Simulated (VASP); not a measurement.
**HfBr: relaxation of cell and atoms with PBE**

Crystal: HfBr.

```
Hf Br
1.0
     2.12626   -2.34594    0.00000
     2.12626    2.34594    0.00000
     0.00000    0.00000    5.35670
Hf Br
1 1
Cartesian
  0.0000 0.0000 2.6784
  2.1263 0.0000 0.0000
```

The cell was built from a structure type or drawn by symmetry, and may not be a known phase.

```
Program                : VASP 6.6.1
Task                   : relaxation of cell and atoms
Functional             : PBE
Potentials or basis    : VASP PAW PBE potentials, release 64 (Hf_pv, Br)
Cutoff                 : 600 eV
k mesh                 : 6 × 6 × 4
Occupations            : gaussian, width 0.1 eV
Spin                   : no spin polarisation
Dipole correction      : no
Further INCAR settings : ALGO = Normal; EDIFF = 1e-06; IBRION = 2; EDIFFG = -0.04; NSW = 90; ISIF = 3
```

| Quantity | Value |
| --- | --- |
| Relaxed volume | 22.50 Å³/atom |
| Relaxed cell | a = 3.417 Å, b = 3.417 Å, c = 4.717 Å, α = 90.00°, β = 90.00°, γ = 125.25° |
| Space group after relaxing (to 0.1 Å) | Cmmm (No. 65) |
| Energy gained by relaxing | 611.9 meV/atom |
| Ionic steps | 29 |
| Pressure after relaxing | 0.0 GPa |
| Band gap on the k mesh | zero (an odd number of electrons rules out a gap without spin polarisation) |

Stress tensor (GPa, compression positive):
```
-0.19  0.00  0.00
 0.00 -0.04  0.00
 0.00  0.00  0.13
```

Step by step:
```csv
step,energy change (eV),largest force (eV/Å),pressure (GPa),volume (Å³)
1,0.0000,0.0000,-5.18,53.44
2,-0.4341,0.0000,-2.53,46.86
3,-0.5563,0.0000,0.40,43.48
4,-0.4035,0.0000,13.58,36.90
5,-0.5829,0.0000,2.42,41.82
6,-0.5847,0.0000,3.37,41.17
7,-0.6109,0.0000,-1.09,42.94
8,-0.6177,0.0000,0.23,42.34
9,-0.6275,0.0000,0.02,42.62
10,-0.6777,0.0000,-0.43,43.41
11,-0.8736,0.0000,-1.47,44.70
12,-1.0806,0.0000,-0.65,46.00
13,-1.1037,0.0000,-1.87,45.57
14,-1.1393,0.0000,-1.70,45.85
15,-1.1392,0.0000,-1.82,45.80
16,-1.1414,0.0000,-1.81,45.85
17,-1.1447,0.0000,-1.83,45.99
18,-1.1484,0.0000,-1.80,45.95
19,-1.1590,0.0000,-1.66,45.83
20,-1.1778,0.0000,-1.30,45.58
21,-1.2065,0.0000,-0.55,45.08
22,-1.2159,0.0000,1.65,44.05
23,-1.2213,0.0000,0.67,44.46
24,-1.2213,0.0000,0.74,44.42
25,-1.2222,0.0000,0.57,44.54
26,-1.2232,0.0000,0.27,44.75
27,-1.2235,0.0000,-0.29,45.18
28,-1.2237,0.0000,-0.09,45.01
29,-1.2238,0.0000,-0.03,44.99
```

Final structure:
```xyz
2
Lattice="1.5715 -3.0347 0.0000 1.5715 3.0347 0.0000 0.0000 0.0000 4.7174" Properties=species:S:1:pos:R:3 pbc="T T T"
Hf    0.0000    0.0000    2.3587
Br    1.5715    0.0000    0.0000
```

Levels at points of the mesh, in eV from the Fermi level:
| k point | band 5 | band 6 | band 7 | band 8 | band 9 | band 10 | band 11 | band 12 |
| --- | --- | --- | --- | --- | --- | --- | --- | --- |
| (0.00, 0.00, 0.00) | -6.59 | -4.61 | -2.95 | -2.56 | -0.45 | 1.39 | 1.69 | 2.12 |
| (0.50, 0.00, 0.00) | -8.38 | -6.87 | -4.57 | -1.19 | 1.36 | 1.60 | 4.10 | 4.38 |
| (0.50, 0.50, 0.00) | -7.31 | -5.61 | -3.28 | -2.67 | -1.64 | 1.09 | 1.58 | 2.16 |
| (0.00, 0.00, 0.50) | -8.75 | -3.16 | -3.09 | -2.61 | -0.08 | 1.77 | 2.81 | 3.67 |
| (0.50, 0.00, 0.50) | -7.57 | -5.79 | -3.98 | -2.69 | -0.27 | -0.20 | 0.86 | 4.38 |
| (0.50, 0.50, 0.50) | -7.56 | -7.44 | -3.87 | -1.24 | -0.37 | 1.18 | 3.82 | 4.50 |

It took 4 min on 1 thread of AMD EPYC 9R45 96-Core Processor (Zen 5), with other jobs on the host, peak memory 0.19 GiB.

Caveat: the volume moved by over 15 % at a fixed basis, so the end points are rough; spin-orbit coupling is left out, which moves the levels of the heavy elements; an odd number of electrons without spin polarisation forces a metal; a magnetic or distorted state may lie lower.
